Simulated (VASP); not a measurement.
Here is a VASP 6.6.1 calculation.

The input INCAR:

```
SYSTEM = BaB5
ALGO = Normal ; EDIFF = 1E-6
ENCUT = 520 ; GGA = PE
ISIF = 2 ; ISMEAR = 0
LASPH = .TRUE. ; LCHARG = .TRUE.
LELF = .TRUE. ; LREAL = .FALSE.
LVHAR = .TRUE. ; LWAVE = .FALSE.
NBANDS = 22 ; NELM = 100
PREC = Accurate ; SIGMA = 0.1
```

KPOINTS

```
k-points
0
G
  12 12 12
  0 0 0
```

The input POSCAR:

```
BaB5
1.0
    4.9599604027      0.0000000000      0.0000000000
   -2.4799802013      4.2954517105      0.0000000000
    0.0000000000      0.0000000000      2.9298929218
Ba B
1 5
Direct
    0.0000000000      0.0000000000      0.0000000000
    0.5000000000      0.0000000000      0.5000000000
    0.5000000000      0.5000000000      0.5000000000
    0.0000000000      0.5000000000      0.5000000000
    0.3333333333      0.6666666667      0.0000000000
    0.6666666667      0.3333333333      0.0000000000
```

Potentials or basis: VASP PAW PBE potentials, release 64 (Ba_sv, B).

Launch:

```bash
$ cat potpaw_PBE.64/Ba_sv/POTCAR potpaw_PBE.64/B/POTCAR > POTCAR
$ mpirun -np 1 vasp_std > vasp.out
```

Estimate the band gap on the k mesh.

zero (an odd number of electrons rules out a gap without spin polarisation).

Predict the pressure.

3.8 GPa.

Stress tensor (GPa, compression positive):
```
3.48 0.00 0.00
0.00 3.48 0.00
0.00 0.00 4.55
```

Caveat: the cell stands under pressure; spin-orbit coupling is left out, which moves the levels of the heavy elements.
